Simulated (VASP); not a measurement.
# BN (m.b) (F-43m) in VASP: further runs

BN (m.b) is run at these levels: PBE; tasks: single point.

Everything below comes from runs of VASP 6.6.1. Logs are shortened: lines on timing, memory, paths and dates and some standing lists are left out, and cuts for length are marked.

## 1. The cell of the first run

It takes space group F-43m (No. 216, cubic). The conventional cell has a = 3.610 Å, b = 3.610 Å, c = 3.610 Å, α = 90.00°, β = 90.00°, γ = 90.00°. B (site symmetry -43m) has 4 N at 1.56 Å within 2.1 Å. Within 2.1 Å of N (site symmetry -43m) lie 4 B at 1.56 Å.

## 2. Single point, PBE

INCAR

```
SYSTEM = BN
PREC = Accurate
ENCUT = 600
EDIFF = 1E-6
ISMEAR = 0
SIGMA = 0.1
LREAL = .FALSE.
LASPH = .TRUE.
NELM = 120
ALGO = Normal
ISIF = 2
LWAVE = .FALSE.
LCHARG = .FALSE.
GGA = PE
NBANDS = 11
GGA_COMPAT = .FALSE.
```

KPOINTS

```
regular mesh
0
G
  8 8 8
  0 0 0
```

POSCAR

```
BN
1.0
    0.0000000000      1.8050000000      1.8050000000
    1.8050000000      0.0000000000      1.8050000000
    1.8050000000      1.8050000000      0.0000000000
B N
1 1
Direct
    0.0000000000      0.0000000000      0.0000000000
    0.2500000000      0.2500000000      0.2500000000
```

Potentials or basis: VASP PAW PBE potentials, release 64 (B, N).

On the command line:

```
$ cat potpaw_PBE.64/B/POTCAR potpaw_PBE.64/N/POTCAR > POTCAR
$ mpirun -np 1 vasp_std > vasp.out
```

OUTCAR:

```text
SYSTEM = BN
   PREC = Accurate
   ENCUT = 600
   EDIFF = 1E-6
   ISMEAR = 0
   LREAL = .FALSE.
   LASPH = .TRUE.
   NELM = 120
   ISIF = 2
   GGA = PE

 ion  position               nearest neighbor table
   1  0.000  0.000  0.000-   2 1.56   2 1.56   2 1.56   2 1.56
   2  0.250  0.250  0.250-   1 1.56   1 1.56   1 1.56   1 1.56

  LATTYP: Found a face centered cubic cell.
 ALAT       =     3.6100000000

  Lattice vectors:

 A1 = (   0.0000000000,   1.8050000000,   1.8050000000)
 A2 = (   1.8050000000,   0.0000000000,   1.8050000000)
 A3 = (   1.8050000000,   1.8050000000,   0.0000000000)

Analysis of symmetry for initial positions (statically):
=====================================================================
 Subroutine PRICEL returns:
 Original cell was already a primitive cell.

 Routine SETGRP: Setting up the symmetry group for a
 face centered cubic supercell.

 Subroutine GETGRP returns: Found 24 space group operations
 (whereof 24 operations were pure point group operations)
 out of a pool of 48 trial point group operations.

The static configuration has the point symmetry T_d .

Analysis of symmetry for dynamics (positions and initial velocities):
=====================================================================
 Subroutine PRICEL returns:
 Original cell was already a primitive cell.

 Routine SETGRP: Setting up the symmetry group for a
 face centered cubic supercell.

 Subroutine GETGRP returns: Found 24 space group operations
 (whereof 24 operations were pure point group operations)
 out of a pool of 48 trial point group operations.

The dynamic configuration has the point symmetry T_d .

 Subroutine INISYM returns: Found 24 space group operations
 (whereof 24 operations are pure point group operations),
 and found     1 'primitive' translations

----------------------------------------------------------------------------------------

                                     Primitive cell

  volume of cell :      11.7615

  direct lattice vectors                    reciprocal lattice vectors
     0.000000000  1.805000000  1.805000000    -0.277008310  0.277008310  0.277008310
     1.805000000  0.000000000  1.805000000     0.277008310 -0.277008310  0.277008310
     1.805000000  1.805000000  0.000000000     0.277008310  0.277008310 -0.277008310

  length of vectors
     2.552655480  2.552655480  2.552655480     0.479792467  0.479792467  0.479792467

  position of ions in fractional coordinates (direct lattice)
     0.000000000  0.000000000  0.000000000
     0.250000000  0.250000000  0.250000000

[... 85 lines left out ...]
   TEBEG  =    0.0;   TEEND  =   0.0 temperature during run
   PSTRESS=    0.0 pullay stress
   NELECT =       8.0000    total number of electrons
   NUPDOWN=      -1.0000    fix difference up-down
   EMIN   =  10.00;   EMAX   =-10.00  energy-range for DOS
   EFERMI =   0.00;   METHOD = LEGACY
   ISMEAR =     0;   SIGMA  =   0.10  broadening in eV -4-tet -1-fermi 0-gaus
   EFERMI_NEDOS =   21; number of points for ismear=-14 and -15
   IALGO  =     38    algorithm
   IMIX   =      4    mixing-type and parameters
     AMIX     =   0.40;   BMIX     =  1.00
     AMIX_MAG =   1.60;   BMIX_MAG =  1.00
  volume/ion in A,a.u.               =       5.88        39.69
  Fermi-wavevector in a.u.,A,eV,Ry     =   1.439741  2.720715 28.202882  2.072853
  Thomas-Fermi vector in A             =   2.558563
   LORBIT       =      0    0 simple, 1 ext, 2 COOP (PROOUT), +10 PAW based schemes
   GGA     = PE    functional components
   LHFCALC =     F    Hartree Fock is set to
   AEXX    =    0.0000 exact exchange contribution
   IVDW    =     0    specifies the selected vdW correction
   LEPSILON=     F    determine dielectric tensor
   LRPA    =     F    only Hartree local field effects (RPA)
 non-spin polarized calculation
 Gauss-broadening in eV      SIGMA  =   0.10
  energy-cutoff  :      600.00
  volume of cell :       11.76
 maximum number of plane-waves:       399
   NGX = 11   NGY = 11   NGZ = 11

 number of electron       7.9999999 magnetization

 Free energy of the ion-electron system (eV)
  ---------------------------------------------------
  ext. energy  EPLUGINS =         0.00000000
  ---------------------------------------------------
  free energy    TOTEN  =       -17.45182353 eV

  energy without entropy =      -17.45182353  energy(sigma->0) =      -17.45182353

 E-fermi :   8.0425     XC(G=0): -12.8426

 val. band max:        7.4542682184   @ k =   0.0000   0.0000   0.0000
 cond. band min:      11.9176905590   @ k =   0.5000   0.5000   0.0000
 fundamental gap:      4.4634223406
 Fermi energy:         8.0425375513

 k-point     1 :       0.0000    0.0000    0.0000
  band No.  band energies     occupation
      1     -12.8240      2.00000
      2       7.4543      2.00000
      3       7.4543      2.00000
      4       7.4543      2.00000
      5      16.2936      0.00000
      6      16.2936      0.00000
      7      16.2936      0.00000
      8      17.8717      0.00000
      9      32.2844      0.00000
     10      35.2715      0.00000
     11      35.2715      0.00000
[... 309 lines left out ...]
 k-point    24 :      -0.3750    0.2500    0.1250
  band No.  band energies     occupation
      1      -7.8821      2.00000
      2      -2.2768      2.00000
      3       2.6132      2.00000
      4       3.9888      2.00000
      5      17.0607      0.00000
      6      18.6723      0.00000
      7      21.8820      0.00000
      8      23.2814      0.00000
      9      26.9581      0.00000
     10      33.3666      0.00000
     11      35.0109      0.00000

 [... further k-points ...]

------------------------ aborting loop because EDIFF is reached ----------------------------------------

  FORCE on cell =-STRESS in cart. coord.  units (eV):
  Direction    XX          YY          ZZ          XY          YZ          ZX
  --------------------------------------------------------------------------------------
  -------------------------------------------------------------------------------------
  Total        0.3401863      0.3401863      0.3401863     -0.0000000      0.0000000     -0.0000000
  in kB       46.3410409     46.3410409     46.3410409     -0.0000000      0.0000000     -0.0000000
  external PRESSURE =      46.3410409 kB  Pullay stress =       0.0000000 kB

 VOLUME and BASIS-vectors are now :
 -----------------------------------------------------------------------------
  energy-cutoff  :      600.00
  volume of cell :       11.76
      direct lattice vectors                 reciprocal lattice vectors
     0.000000000  1.805000000  1.805000000    -0.277008310  0.277008310  0.277008310
     1.805000000  0.000000000  1.805000000     0.277008310 -0.277008310  0.277008310
     1.805000000  1.805000000  0.000000000     0.277008310  0.277008310 -0.277008310

 POSITION                                       TOTAL-FORCE (eV/Angst)
 -----------------------------------------------------------------------------------
      0.00000      0.00000      0.00000        -0.000000     -0.000000     -0.000000
      0.90250      0.90250      0.90250         0.000000      0.000000      0.000000
 -----------------------------------------------------------------------------------
    total drift:                                0.000000      0.000000      0.000000

  FREE ENERGIE OF THE ION-ELECTRON SYSTEM (eV)
  ---------------------------------------------------
  free  energy   TOTEN  =       -17.4518235293 eV

  energy  without entropy=      -17.4518235293  energy(sigma->0) =      -17.45182353
```

OSZICAR:

```text
N       E                     dE             d eps       ncg     rms          rms(c)
DAV:   1     0.153028081621E+02    0.15303E+02   -0.56751E+03   646   0.827E+02
DAV:   2    -0.177989182677E+02   -0.33102E+02   -0.32419E+02   737   0.189E+02
DAV:   3    -0.184233821252E+02   -0.62446E+00   -0.62375E+00   773   0.221E+01
DAV:   4    -0.184242221883E+02   -0.84006E-03   -0.84004E-03   692   0.879E-01
DAV:   5    -0.184242229443E+02   -0.75606E-06   -0.75606E-06   722   0.270E-02    0.671E+00
DAV:   6    -0.175392108877E+02    0.88501E+00   -0.29382E+00   713   0.105E+01    0.326E+00
DAV:   7    -0.174659612241E+02    0.73250E-01   -0.10357E-01   713   0.268E+00    0.191E+00
DAV:   8    -0.174515383613E+02    0.14423E-01   -0.36084E-02   716   0.140E+00    0.195E-01
DAV:   9    -0.174517313781E+02   -0.19302E-03   -0.91136E-04   683   0.263E-01    0.835E-02
DAV:  10    -0.174518183698E+02   -0.86992E-04   -0.12178E-04   691   0.100E-01    0.154E-02
DAV:  11    -0.174518234537E+02   -0.50839E-05   -0.84461E-06   728   0.245E-02    0.102E-02
DAV:  12    -0.174518235293E+02   -0.75604E-07   -0.14098E-06   412   0.883E-03
   1 F= -.17451824E+02 E0= -.17451824E+02  d E =-.309046E-18
```

It took 7.4 s on 1 thread of Intel Xeon 8259CL, shared host; peak memory 0.12 GiB.

What came out:

```yaml
Free_energy: -17.4518 eV
Pressure: 4.6 GPa
Band_gap_on_the_k_mesh: 4.46 eV, indirect (least direct gap 8.84 eV)
```

Levels at points of the mesh, in eV from the valence-band top:
```
           k point  band 1  band 2  band 3  band 4  band 5  band 6  band 7  band 8  band 9
(0.00, 0.00, 0.00)  -20.28    0.00    0.00    0.00    8.84    8.84    8.84   10.42   24.83
(0.50, 0.00, 0.00)  -16.04  -10.73   -1.95   -1.95   10.20   10.73   10.73   15.30   23.52
(0.50, 0.50, 0.00)  -14.67   -8.94   -4.92   -4.92    4.46    9.25   17.98   17.98   20.85
```

## 3. Single point, PBE

This run uses another cell than the first one, of 5.95 Å³/atom, 1.012 times its volume.

INCAR

```
PREC = Accurate
ENCUT = 600
EDIFF = 1E-6
ISMEAR = 0
SIGMA = 0.02
LREAL = False
LASPH = True
NELM = 120
ALGO = Normal
ISIF = 2
LWAVE = False
LCHARG = False
GGA = PE
NBANDS = 11
GGA_COMPAT = False
```

KPOINTS

```
regular mesh
0
Gamma
  12 12 12
```

POSCAR

```
BN
1.0
    0.0000000000      1.8120264353      1.8120264353
    1.8120264353      0.0000000000      1.8120264353
    1.8120264353      1.8120264353      0.0000000000
B N
1 1
Direct
    0.0000000000      0.0000000000      0.0000000000
    0.2500000000      0.2500000000      0.2500000000
```

Potentials or basis: VASP PAW PBE potentials, release 64 (B, N).

On the command line:

```
$ cat potpaw_PBE.64/B/POTCAR potpaw_PBE.64/N/POTCAR > POTCAR
$ mpirun -np 1 vasp_std > vasp.out
```

Wall time 14 s (1 thread of Intel Xeon 8259CL, shared host); peak memory 0.13 GiB.

The run converged. Its results:

```
Free energy            : -17.4546 eV
Pressure               : 0.2 GPa
Band gap on the k mesh : 4.45 eV, indirect (least direct gap 8.78 eV)
```

Levels at points of the mesh, in eV from the valence-band top:
```csv
k point,band 2,band 3,band 4,band 5,band 6,band 7
"(0.00, 0.00, 0.00)",0.00,0.00,0.00,8.78,8.78,8.78
"(0.50, 0.00, 0.00)",-10.62,-1.93,-1.93,10.05,10.66,10.66
"(0.50, 0.50, 0.00)",-8.87,-4.87,-4.87,4.45,9.19,17.80
```

A k mesh can miss the band edges. As with any semilocal functional, this PBE gap is likely too small.
